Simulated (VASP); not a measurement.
# SnGe2 (Fm-3m) in VASP: further runs, part 2 of 2

VASP 6.6.1. Earlier steps stand in the parts before.

### 5 Single point, PBE

This run uses another cell than the first one, of 25.15 Å³/atom, 1.239 times its volume.

The input, INCAR:

```
ALGO = Normal
EDIFF = 1E-7
ENCUT = 520
GGA = PE
ISIF = 2
ISMEAR = -1
LASPH = T
LCHARG = F
LREAL = F
LWAVE = F
NBANDS = 28
NELM = 80
PREC = Accurate
SIGMA = 0.15
```

The input, KPOINTS:

```
k-points
0
Gamma
  12 12 12
```

The input, POSCAR:

```
SnGe2
1.0
    0.0000000000      3.3539608058      3.3539608058
    3.3539608058      0.0000000000      3.3539608058
    3.3539608058      3.3539608058      0.0000000000
Sn Ge
1 2
Direct
    0.0000000000      0.0000000000      0.0000000000
    0.7500000000      0.7500000000      0.7500000000
    0.2500000000      0.2500000000      0.2500000000
```

Potentials or basis: VASP PAW PBE potentials, release 64 (Sn_d, Ge_d).

Launch:

```
$ cat potpaw_PBE.64/Sn_d/POTCAR potpaw_PBE.64/Ge_d/POTCAR > POTCAR
$ mpirun -np 1 vasp_std > vasp.out
```

OUTCAR:

```text
EDIFF = 1E-7
   ENCUT = 520
   GGA = PE
   ISIF = 2
   ISMEAR = -1
   LASPH = T
   LREAL = F
   NELM = 80
   PREC = Accurate

 ion  position               nearest neighbor table
   1  0.000  0.000  0.000-   2 2.90   2 2.90   2 2.90   2 2.90   3 2.90   3 2.90   3 2.90   3 2.90

   2  0.750  0.750  0.750-   1 2.90   1 2.90   1 2.90   1 2.90
   3  0.250  0.250  0.250-   1 2.90   1 2.90   1 2.90   1 2.90

  LATTYP: Found a face centered cubic cell.
 ALAT       =     6.7079216116

  Lattice vectors:

 A1 = (   0.0000000000,   3.3539608058,   3.3539608058)
 A2 = (   3.3539608058,   0.0000000000,   3.3539608058)
 A3 = (   3.3539608058,   3.3539608058,   0.0000000000)

Analysis of symmetry for initial positions (statically):
=====================================================================
 Subroutine PRICEL returns:
 Original cell was already a primitive cell.

 Routine SETGRP: Setting up the symmetry group for a
 face centered cubic supercell.

[... 155 lines left out ...]
   NGX = 17   NGY = 17   NGZ = 17

 number of electron      42.0000034 magnetization

 Free energy of the ion-electron system (eV)
  ---------------------------------------------------
  ext. energy  EPLUGINS =         0.00000000
  ---------------------------------------------------
  free energy    TOTEN  =       -11.84217084 eV

  energy without entropy =      -11.72029121  energy(sigma->0) =      -11.78123102

 E-fermi :   5.8149     XC(G=0):  -9.9632

 val. band max:        5.8071748689   @ k =   0.0833   0.0833   0.0000
 cond. band min:       5.8196587489   @ k =   0.3333   0.1667   0.0833
 fundamental gap:      0.0124838800
 Fermi energy:         5.8148873866

 k-point     1 :       0.0000    0.0000    0.0000
  band No.  band energies     occupation
      1     -18.9848      2.00000
      2     -18.9848      2.00000
      3     -18.9763      2.00000
      4     -18.9763      2.00000
      5     -18.9763      2.00000
      6     -18.9581      2.00000
[... 733 lines left out ...]
     27      12.3425      0.00000
     28      13.6034      0.00000

 [... further k-points ...]
[... 5 lines left out ...]
  --------------------------------------------------------------------------------------
  -------------------------------------------------------------------------------------
  Total        0.9347556      0.9347556      0.9347556     -0.0000000      0.0000000      0.0000000
  in kB       19.8474496     19.8474496     19.8474496     -0.0000000      0.0000000      0.0000000
  external PRESSURE =      19.8474496 kB  Pullay stress =       0.0000000 kB

 VOLUME and BASIS-vectors are now :
 -----------------------------------------------------------------------------
  energy-cutoff  :      520.00
  volume of cell :       75.46
      direct lattice vectors                 reciprocal lattice vectors
     0.000000000  3.353960806  3.353960806    -0.149077473  0.149077473  0.149077473
     3.353960806  0.000000000  3.353960806     0.149077473 -0.149077473  0.149077473
     3.353960806  3.353960806  0.000000000     0.149077473  0.149077473 -0.149077473

 POSITION                                       TOTAL-FORCE (eV/Angst)
 -----------------------------------------------------------------------------------
      0.00000      0.00000      0.00000        -0.000000      0.000000     -0.000000
      5.03094      5.03094      5.03094        -0.000000     -0.000000      0.000000
      1.67698      1.67698      1.67698         0.000000     -0.000000     -0.000000
 -----------------------------------------------------------------------------------
    total drift:                                0.000000      0.000000      0.000000

  FREE ENERGIE OF THE ION-ELECTRON SYSTEM (eV)
  ---------------------------------------------------
  free  energy   TOTEN  =       -11.8421708362 eV

  energy  without entropy=      -11.7202912054  energy(sigma->0) =      -11.78123102
```

It took 74 s on 1 thread of Intel Xeon Platinum 8488C (Sapphire Rapids), shared host; peak memory 0.29 GiB.

What came out:

* Free energy: -11.8422 eV
* Pressure: 2.0 GPa
* Band gap on the k mesh: zero (band 21 reaches 6.53 eV, above the bottom of band 22 at 4.93 eV)

Caveat: spin-orbit coupling is left out, which moves the levels of the heavy elements.

### 6 Single point, PBE

This run uses another cell than the first one, of 26.07 Å³/atom, 1.284 times its volume.

The input, INCAR:

```
PREC = Accurate
ENCUT = 520
EDIFF = 1E-7
ISMEAR = 0
SIGMA = 0.1
LREAL = F
LASPH = T
NELM = 100
ALGO = Normal
ISIF = 2
LWAVE = F
LCHARG = F
GGA = PE
NBANDS = 28
```

The input, KPOINTS:

```
regular mesh
0
Gamma
  12 12 12
```

The input, POSCAR:

```
SnGe2
1.0
    0.0000000000      3.3942005510      3.3942005510
    3.3942005510      0.0000000000      3.3942005510
    3.3942005510      3.3942005510      0.0000000000
Sn Ge
1 2
Direct
    0.0000000000      0.0000000000      0.0000000000
    0.7500000000      0.7500000000      0.7500000000
    0.2500000000      0.2500000000      0.2500000000
```

Potentials or basis: VASP PAW PBE potentials, release 64 (Sn_d, Ge_d).

Launch:

```
$ cat potpaw_PBE.64/Sn_d/POTCAR potpaw_PBE.64/Ge_d/POTCAR > POTCAR
$ mpirun -np 1 vasp_std > vasp.out
```

OUTCAR:

```text
PREC = Accurate
   ENCUT = 520
   EDIFF = 1E-7
   ISMEAR = 0
   LREAL = F
   LASPH = T
   NELM = 100
   ISIF = 2
   GGA = PE

 ion  position               nearest neighbor table
   1  0.000  0.000  0.000-   2 2.94   2 2.94   2 2.94   3 2.94   3 2.94   3 2.94   3 2.94   2 2.94

   2  0.750  0.750  0.750-   1 2.94   1 2.94   1 2.94   1 2.94
   3  0.250  0.250  0.250-   1 2.94   1 2.94   1 2.94   1 2.94

  LATTYP: Found a face centered cubic cell.
 ALAT       =     6.7884011020

  Lattice vectors:

 A1 = (   0.0000000000,   3.3942005510,   3.3942005510)
 A2 = (   3.3942005510,   0.0000000000,   3.3942005510)
 A3 = (   3.3942005510,   3.3942005510,   0.0000000000)

Analysis of symmetry for initial positions (statically):
=====================================================================
 Subroutine PRICEL returns:
 Original cell was already a primitive cell.

 Routine SETGRP: Setting up the symmetry group for a
 face centered cubic supercell.

 Subroutine GETGRP returns: Found 48 space group operations
 (whereof 48 operations were pure point group operations)
 out of a pool of 48 trial point group operations.

The static configuration has the point symmetry O_h .

Analysis of symmetry for dynamics (positions and initial velocities):
=====================================================================
 Subroutine PRICEL returns:
 Original cell was already a primitive cell.

 Routine SETGRP: Setting up the symmetry group for a
 face centered cubic supercell.

 Subroutine GETGRP returns: Found 48 space group operations
 (whereof 48 operations were pure point group operations)
 out of a pool of 48 trial point group operations.

The dynamic configuration has the point symmetry O_h .

 Subroutine INISYM returns: Found 48 space group operations
 (whereof 48 operations are pure point group operations),
 and found     1 'primitive' translations

----------------------------------------------------------------------------------------

                                     Primitive cell

  volume of cell :      78.2064

  direct lattice vectors                    reciprocal lattice vectors
     0.000000000  3.394200551  3.394200551    -0.147310093  0.147310093  0.147310093
     3.394200551  0.000000000  3.394200551     0.147310093 -0.147310093  0.147310093
     3.394200551  3.394200551  0.000000000     0.147310093  0.147310093 -0.147310093

  length of vectors
     4.800124453  4.800124453  4.800124453     0.255148566  0.255148566  0.255148566

  position of ions in fractional coordinates (direct lattice)
     0.000000000  0.000000000  0.000000000
     0.750000000  0.750000000  0.750000000
     0.250000000  0.250000000  0.250000000

  ion indices of the primitive-cell ions
   primitive index   ion index
                 1           1
                 2           2
                 3           3

----------------------------------------------------------------------------------------

 KPOINTS: regular mesh

Automatic generation of k-mesh.
 Grid dimensions read from file:
 generate k-points for:   12   12   12

 Generating k-lattice:

  Cartesian coordinates                     Fractional coordinates (reciprocal lattice)
    -0.012275841  0.012275841  0.012275841     0.083333333  0.000000000  0.000000000
     0.012275841 -0.012275841  0.012275841     0.000000000  0.083333333  0.000000000
     0.012275841  0.012275841 -0.012275841     0.000000000  0.000000000  0.083333333

  Length of vectors
     0.021262381  0.021262381  0.021262381

  Shift w.r.t. Gamma in fractional coordinates (k-lattice)
     0.000000000  0.000000000  0.000000000

 Subroutine IBZKPT returns following result:
 ===========================================

 Found     72 irreducible k-points:

 Following reciprocal coordinates:
            Coordinates               Weight
  0.000000  0.000000  0.000000      1.000000
  0.083333  0.000000  0.000000      8.000000
  0.166667  0.000000  0.000000      8.000000
  0.250000  0.000000  0.000000      8.000000
  0.333333  0.000000  0.000000      8.000000
  0.416667  0.000000  0.000000      8.000000
[... 16 lines left out ...]
  0.500000  0.166667  0.000000     24.000000
 -0.416667  0.166667  0.000000     24.000000
 [... further k-points ...]
   k-points           NKPTS =     72   k-points in BZ     NKDIM =     72   number of bands    NBANDS=     28
   number of dos      NEDOS =    301   number of ions     NIONS =      3
   total plane-waves  NPLWV =  46656
   dimension x,y,z NGX =    36 NGY =   36 NGZ =   36
   dimension x,y,z NGXF=    72 NGYF=   72 NGZF=   72
   ions per type =               1   2
   NGX,Y,Z   is equivalent  to a cutoff of  12.47, 12.47, 12.47 a.u.
   NGXF,Y,Z  is equivalent  to a cutoff of  24.94, 24.94, 24.94 a.u.
 SYSTEM =  unknown system
   PREC   = accura    normal or accurate (medium, high low for compatibility)
   ISTART =      0    job   : 0-new  1-cont  2-samecut
   ICHARG =      2    charge: 1-file 2-atom 10-const
   ISPIN  =      1    spin polarized calculation?
   LNONCOLLINEAR =      F non collinear calculations
   LSORBIT =      F    spin-orbit coupling
   LASPH  =      T    aspherical Exc in radial PAW
   ENCUT  =  520.0 eV  38.22 Ry    6.18 a.u.   8.93  8.93  8.93*2*pi/ulx,y,z
   NELM   =    100;   NELMIN=  2; NELMDL= -5     # of ELM steps
   EDIFF  = 0.1E-06   stopping-criterion for ELM
   LREAL  =      F    real-space projection
   EDIFFG = 0.1E-05   stopping-criterion for IOM
   NSW    =      0    number of steps for IOM
   IBRION =     -1    ionic relax: 0-MD 1-quasi-New 2-CG
   NFREE  =      0    steps in history (QN), initial steepest desc. (CG)
   ISIF   =      2    stress and relaxation
   ISYM   =      2    0-nonsym 1-usesym 2-fastsym
   POTIM  = 0.5000    time-step for ionic-motion
   TEBEG  =    0.0;   TEEND  =   0.0 temperature during run
   PSTRESS=    0.0 pullay stress
   NELECT =      42.0000    total number of electrons
   NUPDOWN=      -1.0000    fix difference up-down
   EMIN   =  10.00;   EMAX   =-10.00  energy-range for DOS
   EFERMI =   0.00;   METHOD = LEGACY
   ISMEAR =     0;   SIGMA  =   0.10  broadening in eV -4-tet -1-fermi 0-gaus
   EFERMI_NEDOS =   21; number of points for ismear=-14 and -15
   IALGO  =     38    algorithm
   IMIX   =      4    mixing-type and parameters
     AMIX     =   0.40;   BMIX     =  1.00
     AMIX_MAG =   1.60;   BMIX_MAG =  1.00
  volume/ion in A,a.u.               =      26.07       175.92
  Fermi-wavevector in a.u.,A,eV,Ry     =   1.330691  2.514641 24.092347  1.770738
  Thomas-Fermi vector in A             =   2.459758
   LORBIT       =      0    0 simple, 1 ext, 2 COOP (PROOUT), +10 PAW based schemes
   GGA     = PE    functional components
   LHFCALC =     F    Hartree Fock is set to
   AEXX    =    0.0000 exact exchange contribution
   IVDW    =     0    specifies the selected vdW correction
   LEPSILON=     F    determine dielectric tensor
   LRPA    =     F    only Hartree local field effects (RPA)
 non-spin polarized calculation
 Gauss-broadening in eV      SIGMA  =   0.10
  energy-cutoff  :      520.00
  volume of cell :       78.21
 maximum number of plane-waves:      2148
   NGX = 17   NGY = 17   NGZ = 17

 number of electron      42.0000025 magnetization

 Free energy of the ion-electron system (eV)
  ---------------------------------------------------
  ext. energy  EPLUGINS =         0.00000000
  ---------------------------------------------------
  free energy    TOTEN  =       -11.79915386 eV

  energy without entropy =      -11.78868301  energy(sigma->0) =      -11.79391844

 E-fermi :   5.4839     XC(G=0):  -9.7964

 val. band max:        5.4743173344   @ k =   0.3333   0.1667   0.0833
 cond. band min:       5.5041116998   @ k =  -0.4167   0.4167   0.1667
 fundamental gap:      0.0297943654
 Fermi energy:         5.4839054752

 k-point     1 :       0.0000    0.0000    0.0000
  band No.  band energies     occupation
      1     -19.3375      2.00000
      2     -19.3375      2.00000
      3     -19.3301      2.00000
      4     -19.3301      2.00000
      5     -19.3301      2.00000
      6     -19.3141      2.00000
[... 20 lines left out ...]
     27       8.5912      0.00000
     28      11.1886      0.00000

 k-point     2 :       0.0833    0.0000    0.0000
  band No.  band energies     occupation
      1     -19.3368      2.00000
      2     -19.3368      2.00000
      3     -19.3301      2.00000
      4     -19.3299      2.00000
      5     -19.3299      2.00000
      6     -19.3144      2.00000
[... 674 lines left out ...]
 k-point    24 :      -0.4167    0.1667    0.0000
  band No.  band energies     occupation
      1     -19.3256      2.00000
      2     -19.3243      2.00000
      3     -19.3235      2.00000
      4     -19.3231      2.00000
      5     -19.3214      2.00000
      6     -19.3203      2.00000
[... 20 lines left out ...]
     27      11.7911      0.00000
     28      13.0268      0.00000

 [... further k-points ...]
[... 5 lines left out ...]
  --------------------------------------------------------------------------------------
  -------------------------------------------------------------------------------------
  Total        0.0100783      0.0100783      0.0100783      0.0000000      0.0000000      0.0000000
  in kB        0.2064696      0.2064696      0.2064696      0.0000000      0.0000000      0.0000000
  external PRESSURE =       0.2064696 kB  Pullay stress =       0.0000000 kB

 VOLUME and BASIS-vectors are now :
 -----------------------------------------------------------------------------
  energy-cutoff  :      520.00
  volume of cell :       78.21
      direct lattice vectors                 reciprocal lattice vectors
     0.000000000  3.394200551  3.394200551    -0.147310093  0.147310093  0.147310093
     3.394200551  0.000000000  3.394200551     0.147310093 -0.147310093  0.147310093
     3.394200551  3.394200551  0.000000000     0.147310093  0.147310093 -0.147310093

 POSITION                                       TOTAL-FORCE (eV/Angst)
 -----------------------------------------------------------------------------------
      0.00000      0.00000      0.00000         0.000000      0.000000     -0.000000
      5.09130      5.09130      5.09130        -0.000000     -0.000000      0.000000
      1.69710      1.69710      1.69710         0.000000      0.000000     -0.000000
 -----------------------------------------------------------------------------------
    total drift:                                0.000000      0.000000      0.000000

  FREE ENERGIE OF THE ION-ELECTRON SYSTEM (eV)
  ---------------------------------------------------
  free  energy   TOTEN  =       -11.7991538616 eV

  energy  without entropy=      -11.7886830143  energy(sigma->0) =      -11.79391844
```

Run time: 71 s. Hardware: 1 thread of Intel Xeon Platinum 8488C (Sapphire Rapids), shared host; peak memory 0.3 GiB.

What came out:

```yaml
Free_energy: -11.7992 eV
Pressure: 0.0 GPa
Band_gap_on_the_k_mesh: zero (band 21 reaches 6.13 eV, above the bottom of band 22 at 4.62 eV)
```

Caveat: spin-orbit coupling is left out, which moves the levels of the heavy elements.

### 7 Overview

```csv
cell,smearing,gap on the mesh (eV),pressure (GPa)
"a = 4.416 Å, angles 60.0°, 3 atoms",fermi-dirac 0.15 eV,none,21.0
"a = 4.520 Å, angles 60.0°, 3 atoms",fermi-dirac 0.15 eV,none,13.0
"a = 4.667 Å, angles 60.0°, 3 atoms",fermi-dirac 0.15 eV,none,5.0
"a = 4.743 Å, angles 60.0°, 3 atoms",fermi-dirac 0.15 eV,none,2.0
"a = 4.800 Å, angles 60.0°, 3 atoms",gaussian 0.1 eV,none,0.0
```

Alike in all rows: task single point; level PBE; potentials or basis VASP PAW PBE potentials, release 64 (Sn_d, Ge_d); no spin polarisation; k mesh 12 × 12 × 12; cutoff (eV) 520.

Caveats: spin-orbit coupling is left out, which moves the levels of the heavy elements.

Absolute energies hang on the potentials; compare differences alone.
